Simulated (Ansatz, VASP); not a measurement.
## Two plane-wave programs on SiC

```xyz
8
Lattice="4.3797 0.0000 0.0000 0.0000 -4.3797 0.0000 0.0000 0.0000 -4.3797" Properties=species:S:1:pos:R:3 pbc="T T T"
Si    0.0924   -0.0924   -0.0924
Si    2.1899   -2.1899    0.0000
Si    2.1899    0.0000   -2.1899
Si    0.0000   -2.1899   -2.1899
C     3.2848   -3.2848   -3.2848
C     1.0949   -1.0949   -3.2848
C     1.0949   -3.2848   -1.0949
C     3.2848   -1.0949   -1.0949
```

Alike in both runs: task single point; functional PBE; k mesh 6 × 6 × 6; occupations gaussian, width 0.05 eV; no spin polarisation.

```csv
,VASP,Ansatz
version,VASP 6.6.1,Ansatz 0.2.0
potentials or method,"VASP PAW PBE potentials, release 64 (Si, C), cutoff 520 eV","scalar-relativistic, plane waves, PAW"
valence electrons in the cell,32,32
```

|  | VASP | Ansatz | Ansatz less VASP |
| --- | --- | --- | --- |
| gap on the k mesh at the Fermi level (eV) | 0.56 | 0.56 | +0.003 |
| least direct gap on the mesh (eV) | 0.56 | 0.56 | +0.003 |
| pressure (GPa) | 0.6 | 0.7 | +0.06 |
| traceless stress, the component that is largest in VASP (GPa) | 0.80 | 0.80 | 0.000 |
| rms of the force components (eV/Å) | 0.776 | 0.776 | +0.0003 |

Atom by atom the forces differ by 0.002 eV/Å (rms over components).
